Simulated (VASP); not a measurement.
Write the native input for VASP 6.6.1 that does the following.

```
Task                   : electric field gradients
Functional             : PBEsol
Potentials or basis    : VASP PAW PBE potentials, release 64 (Cu_sv_GW, Au_sv_GW)
Cutoff                 : 610 eV
k mesh                 : 13 × 13 × 10
Occupations            : fermi-dirac, width 0.05 eV
Spin                   : no spin polarisation
Dipole correction      : no
Further INCAR settings : ALGO = Normal; EDIFF = 1e-08; NBANDS = 26
```

The structure of CuAu lies in POSCAR:

```
CuAu
1.0
    2.8000000000      0.0000000000      0.0000000000
    0.0000000000      2.8000000000      0.0000000000
    0.0000000000      0.0000000000      3.6700000000
Cu Au
1 1
Direct
    0.5000000000      0.5000000000      0.5000000000
    0.0000000000      0.0000000000      0.0000000000
```

These files were run (other wordings do the same):

INCAR

```
SYSTEM = CuAu
PREC = Accurate
ENCUT = 610
EDIFF = 1E-8
ISMEAR = -1
SIGMA = 0.05
LREAL = .False.
LASPH = .True.
NELM = 120
ALGO = Normal
ISIF = 2
LWAVE = .False.
LCHARG = .False.
GGA = PS
LEFG = .True.
NBANDS = 26
GGA_COMPAT = .False.
```

KPOINTS

```
regular mesh
0
Gamma
  13 13 10
  0 0 0
```

Potentials or basis: VASP PAW PBE potentials, release 64 (Cu_sv_GW, Au_sv_GW).

Launch:

```console
$ cat potpaw_PBE.64/Cu_sv_GW/POTCAR potpaw_PBE.64/Au_sv_GW/POTCAR > POTCAR
$ mpirun -np 1 vasp_std > vasp.out
```

It gave:

The pressure is -3.6 GPa and the band gap on the k mesh is zero (bands 19 and 20 overlap by 6.41 eV). The largest electric field gradient by atom is Cu -11.5; Au +65.3 V/Å².

Caveat: the cell stands under tension; without QUAD_EFG the Cq values of the log hold for a quadrupole moment of 1 mb, not for the nuclei; the PAW data sets were made with another functional, which shifts forces and pressure a little; spin-orbit coupling is left out, which moves the levels of the heavy elements.

Wall time 2.8 min on 1 thread of Intel(R) Xeon(R) Platinum 8259CL CPU @ 2.50GHz (Skylake/Cascade Lake) (shared host), peak memory 0.31 GiB.
